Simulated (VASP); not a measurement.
Be3Bi:

```
Be Bi
1.0
     5.44983    0.00000    0.00000
    -2.72491    4.71969    0.00000
     0.00000    0.00000    5.05071
Be Bi
6 2
Cartesian
  2.7249 0.0000 1.5075
  -1.3625 2.3598 1.5075
  1.3625 2.3598 1.5075
  2.7249 0.0000 3.5432
  -1.3625 2.3598 3.5432
  1.3625 2.3598 3.5432
  2.7249 1.5732 2.5254
  0.0000 3.1465 2.5254
```

The cell was generated, and may not be a known phase.

```yaml
Program: VASP 6.6.1
Task: relaxation of cell and atoms
Functional: PBE
Potentials_or_basis: VASP PAW PBE potentials, release 64 (Be, Bi_d)
Cutoff: 600 eV
k_mesh: 6 × 6 × 4
Occupations: gaussian, width 0.1 eV
Spin: no spin polarisation
```

At the start: pressure 88.0 GPa; volume 16.24 Å³/atom.

Q: How do energy, volume and symmetry change on relaxing?

A: Over 11 steps the energy falls by 3607.9 meV/atom and the volume is 27.59 Å³/atom (+69.9 %); space group P6/mmm (No. 191, to 0.1 Å) before and after.

The path:
| step | energy change (eV) | largest force (eV/Å) | pressure (GPa) | volume (Å³) |
| --- | --- | --- | --- | --- |
| 1 | 0.0000 | 11.4216 | 87.98 | 129.91 |
| 2 | -23.1637 | 0.1406 | -6.10 | 378.53 |
| 3 | -26.8257 | 1.3565 | -3.02 | 242.93 |
| 4 | -28.1489 | 1.2343 | -1.73 | 228.09 |
| 5 | -28.8149 | 0.0458 | 1.59 | 210.89 |
| 6 | -28.8223 | 0.2943 | 1.02 | 213.01 |
| 7 | -28.8237 | 0.2137 | 1.22 | 212.29 |
| 8 | -28.8586 | 0.0969 | 0.41 | 218.23 |
| 9 | -28.8588 | 0.1190 | 0.36 | 218.66 |
| 10 | -28.8629 | 0.0036 | -0.06 | 221.16 |
| 11 | -28.8631 | 0.0164 | 0.00 | 220.73 |

Final structure:
```
CELL_PARAMETERS angstrom
7.03686 0.00000 0.00000
-3.51843 6.09410 0.00000
0.00000 0.00000 5.14733
ATOMIC_POSITIONS crystal
Be 0.50000 0.00000 0.20132
Be 0.00000 0.50000 0.20132
Be 0.50000 0.50000 0.20132
Be 0.50000 0.00000 0.79868
Be 0.00000 0.50000 0.79868
Be 0.50000 0.50000 0.79868
Bi 0.66667 0.33333 0.50000
Bi 0.33333 0.66667 0.50000
```

Caveat: the volume moved by over 15 % at a fixed basis, so the end points are rough.
